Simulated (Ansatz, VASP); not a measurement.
**One calculation of Cd, two programs**

File INCAR:

```
SYSTEM = Cd
PREC = Accurate
ENCUT = 600
EDIFF = 1E-6
ISMEAR = 0
SIGMA = 0.1
LREAL = .False.
LASPH = .True.
NELM = 80
ALGO = Fast
ISIF = 3
LWAVE = .False.
LCHARG = .False.
GGA = PE
IBRION = 2
NSW = 90
EDIFFG = -0.02
```

The input KPOINTS:

```
Automatic mesh
0
Gamma
  12 12 4
  0 0 0
```

File POSCAR:

```
Cd
1.0
    3.0930676374      0.0000000000      0.0000000000
   -1.5465338187      2.6786751496      0.0000000000
    0.0000000000      0.0000000000     10.4307369600
Cd
4
Direct
    0.0000000000      0.0000000000      0.0000000000
    0.3333333300      0.6666666700      0.2500000000
    0.0000000000      0.0000000000      0.5000000000
    0.6666666700      0.3333333300      0.7500000000
```

Input for Ansatz:

```yaml
crystal:
  lattice:
    - [3.0930676374, 0.0, 0.0]
    - [-1.5465338187, 2.6786751496, 0.0]
    - [0.0, 0.0, 10.43073696]
  atoms:
    - { symbol: Cd, position: [0.0, 0.0, 0.0] }
    - { symbol: Cd, position: [0.33333333, 0.66666667, 0.25] }
    - { symbol: Cd, position: [0.0, 0.0, 0.5] }
    - { symbol: Cd, position: [0.66666667, 0.33333333, 0.75] }
basis:
  ecutwfc: 420
kpoints:
  mp_grid: { grid: [12, 12, 4] }
hamiltonian:
  xc: pbe
scf:
  occupations: { method: gaussian, width: 0.1 }
output:
  forces: true
  stress: true
  eigenvalues: true
  write_density: true
  write_potential: true
  elf: true
  volumetric_format: npy
relax:
  adjacent_minimum: "off"
  f_tol: 0.02
  max_steps: 70
  cell: { stress_tol: 0.1 }
```

Alike in both runs: task relaxation of cell and atoms; functional PBE; k mesh 12 × 12 × 4; occupations gaussian, width 0.1 eV; no spin polarisation.

|  | VASP | Ansatz |
| --- | --- | --- |
| version | VASP 6.6.1 | Ansatz 0.2.0 |
| potentials or method | VASP PAW PBE potentials, release 64 (Cd), cutoff 600 eV | scalar-relativistic, plane waves, PAW |
| valence electrons in the cell | 48 | 80 |

Ansatz gave:

```
gap on the k mesh at the Fermi level, each at its own relaxed structure (eV) : none
relaxed volume (Å³/atom)                                                     : 23.15
relaxed cell length with the largest relative difference (Å)                 : 11.877
```

Which values does VASP return?

gap on the k mesh at the Fermi level, each at its own relaxed structure (eV): none; relaxed volume (Å³/atom): 23.01; relaxed cell length with the largest relative difference (Å): 11.041.

A gap of «none» marks a metal or a gap that the smearing closes. One of these differences is far larger than is usual between the two programs; its cause wasn't traced. VASP's potentials hold 48 valence electrons a cell and Ansatz's 80, so a difference there can come from the potentials and not from the codes.
